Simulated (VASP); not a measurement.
**Na4TiO3: relaxation of cell and atoms with PBE**

Crystal: Na4TiO3.

```
Na Ti O
1.0
     5.47891    0.00000    0.00000
     0.00000    5.47891    0.00000
     0.00000    0.00000    5.47891
Na Ti O
4 1 3
Direct
  0.22034 0.22034 0.22034
  0.22034 0.77966 0.77966
  0.77966 0.22034 0.77966
  0.77966 0.77966 0.22034
  0.00000 0.00000 0.00000
  0.00000 0.00000 0.50000
  0.00000 0.50000 0.00000
  0.50000 0.00000 0.00000
```

The cell was generated, and may not be a known phase.

* Program: VASP 6.6.1
* Task: relaxation of cell and atoms
* Functional: PBE
* Potentials or basis: VASP PAW PBE potentials, release 64 (Na_pv, Ti_sv, O)
* Cutoff: 600 eV
* k mesh: 2 × 2 × 2
* Occupations: gaussian, width 0.15 eV
* Spin: collinear spin
* Starting moments: [0.0, 0.0, 0.0, 0.0, 1.0, 0.0, 0.0, 0.0] μB
* Dipole correction: no
* Further INCAR settings: ALGO = Normal; EDIFF = 1e-07; IBRION = 2; EDIFFG = -0.08; NSW = 36; ISIF = 3

* Relaxed volume: 13.92 Å³/atom
* Relaxed cell: a = 4.811 Å, b = 4.811 Å, c = 4.811 Å, α = 90.00°, β = 90.00°, γ = 90.00°
* Space group after relaxing (to 0.1 Å): P-43m (No. 215)
* Pressure after relaxing: -0.2 GPa
* Largest force after relaxing: 0.009 eV/Å
* Net moment: 0.29 μB per cell
* Site moments: Na +0.02; Ti -0.02; O +0.01 μB
* Valence electrons inside the program's atomic spheres: Na 6.13; Ti 10.01; O 4.92

Forces on the atoms (eV/Å):
```
Na   0.005  0.005  0.005
Na   0.005 -0.005 -0.005
Na  -0.005  0.005 -0.005
Na  -0.005 -0.005  0.005
Ti   0.000  0.000  0.000
O    0.000  0.000  0.000
O    0.000  0.000  0.000
O    0.000  0.000  0.000
```

Final structure:
```yaml
crystal:
  lattice:
    - [4.81111, 0.00000, 0.00000]
    - [0.00000, 4.81111, 0.00000]
    - [0.00000, 0.00000, 4.81111]
  atoms:
    - { symbol: Na, position: [0.30129, 0.30129, 0.30129] }
    - { symbol: Na, position: [0.30129, 0.69871, 0.69871] }
    - { symbol: Na, position: [0.69871, 0.30129, 0.69871] }
    - { symbol: Na, position: [0.69871, 0.69871, 0.30129] }
    - { symbol: Ti, position: [0.00000, 0.00000, 0.00000] }
    - { symbol: O, position: [0.00000, 0.00000, 0.50000] }
    - { symbol: O, position: [0.00000, 0.50000, 0.00000] }
    - { symbol: O, position: [0.50000, 0.00000, 0.00000] }
```

Levels at points of the mesh, in eV from the Fermi level:
Spin up:
| k point | band 25 | band 26 | band 27 | band 28 | band 29 | band 30 | band 31 | band 32 | band 33 | band 34 |
| --- | --- | --- | --- | --- | --- | --- | --- | --- | --- | --- |
| (0.00, 0.00, 0.00) | -3.13 | -2.96 | -2.96 | -2.96 | -1.74 | -0.20 | -0.20 | -0.20 | 0.66 | 0.66 |
| (0.50, 0.00, 0.00) | -3.64 | -3.28 | -3.02 | -3.02 | -0.18 | 0.01 | 0.36 | 0.36 | 0.68 | 0.92 |
| (0.50, 0.50, 0.00) | -3.69 | -3.58 | -3.58 | -2.68 | 0.28 | 0.37 | 0.37 | 0.68 | 0.93 | 2.55 |
| (0.50, 0.50, 0.50) | -4.40 | -2.68 | -2.68 | -2.68 | -0.18 | 0.68 | 0.68 | 0.68 | 2.55 | 2.55 |
Spin down:
```tsv
k point	band 25	band 26	band 27	band 28	band 29	band 30	band 31	band 32
(0.00, 0.00, 0.00)	-3.11	-2.94	-2.94	-2.94	-1.33	-0.22	-0.22	-0.22
(0.50, 0.00, 0.00)	-3.63	-3.27	-3.00	-3.00	-0.20	0.35	0.35	0.55
(0.50, 0.50, 0.00)	-3.67	-3.56	-3.56	-2.65	0.36	0.36	0.66	0.92
(0.50, 0.50, 0.50)	-4.40	-2.65	-2.65	-2.65	0.57	0.66	0.66	0.66
```

Run time: 15 min on 1 thread of Oxide Virtual Turin-like Processor, with other jobs on the host, peak memory 0.41 GiB.

Caveat: the k points lie up to 0.65 Å⁻¹ apart in the final cell; the volume moved by over 15 % at a fixed basis, so the end points are rough.
